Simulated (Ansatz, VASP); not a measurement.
## MoAs3: VASP beside Ansatz

```
CELL_PARAMETERS angstrom
-2.02034 2.02034 4.21201
2.02034 -2.02034 4.21201
2.02034 2.02034 -4.21201
ATOMIC_POSITIONS crystal
Mo 0.00000 0.00000 0.00000
As 0.50000 0.50000 0.00000
As 0.25000 0.75000 0.50000
As 0.75000 0.25000 0.50000
```

Alike in both runs: functional PBE; k mesh 6 × 6 × 6; occupations gaussian, width 0.1 eV; no spin polarisation.

Ansatz relaxed the structure, and its values are those at the end. VASP's run is a single point on that final structure, the one shown.

|  | VASP | Ansatz |
| --- | --- | --- |
| version | VASP 6.6.1 | Ansatz 0.2.0 |
| potentials or method | VASP PAW PBE potentials, release 64 (Mo_sv, As), cutoff 520 eV | scalar-relativistic, plane waves, PAW |
| valence electrons in the cell | 29 | 59 |

```csv
,VASP,Ansatz,Ansatz less VASP
gap on the k mesh at the Fermi level (eV),none,none,-
pressure (GPa),0.4,0.1,-0.24
```

A gap of «none» marks a metal or a gap that the smearing closes. VASP's potentials hold 29 valence electrons a cell and Ansatz's 59, so a difference there can come from the potentials and not from the codes.

The k mesh is coarse, so the values compare programs but aren't converged.
